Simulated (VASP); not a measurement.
Ba: single point with BLYP+D3(BJ)

Ba:

```
CELL_PARAMETERS angstrom
0.00000 3.23267 3.23267
3.23267 0.00000 3.23267
3.23267 3.23267 0.00000
ATOMIC_POSITIONS crystal
Ba 0.00000 0.00000 0.00000
```

```json
{
  "Program": "VASP 6.6.1",
  "Task": "single point",
  "Functional": "BLYP",
  "Dispersion": "D3(BJ)",
  "Potentials or basis": "VASP PAW PBE potentials, release 64 (Ba_sv)",
  "Cutoff": "520 eV",
  "k mesh": "7 × 7 × 7",
  "Occupations": "fermi-dirac, width 0.05 eV",
  "Spin": "no spin polarisation"
}
```

```json
{
  "Pressure": "-1.0 GPa",
  "Band gap on the k mesh": "zero (band 5 reaches 1.91 eV, above the bottom of band 6 at 1.83 eV)",
  "Dispersion energy per atom": "-0.480 eV"
}
```

Levels at points of the mesh, in eV from the Fermi level:
```csv
k point,band 3,band 4,band 5,band 6,band 7,band 8
"(0.00, 0.00, 0.00)",-14.11,-14.11,-2.66,1.59,1.59,1.59
```

Run time: 26 s on 1 thread of AMD EPYC 7R13 Processor (Zen 3), on a shared host, peak memory 0.17 GiB.

Caveat: the PAW data sets were made with another functional, which shifts forces and pressure a little; spin-orbit coupling is left out, which moves the levels of the heavy elements; pairwise dispersion overbinds metals, which lowers pressure and volume.
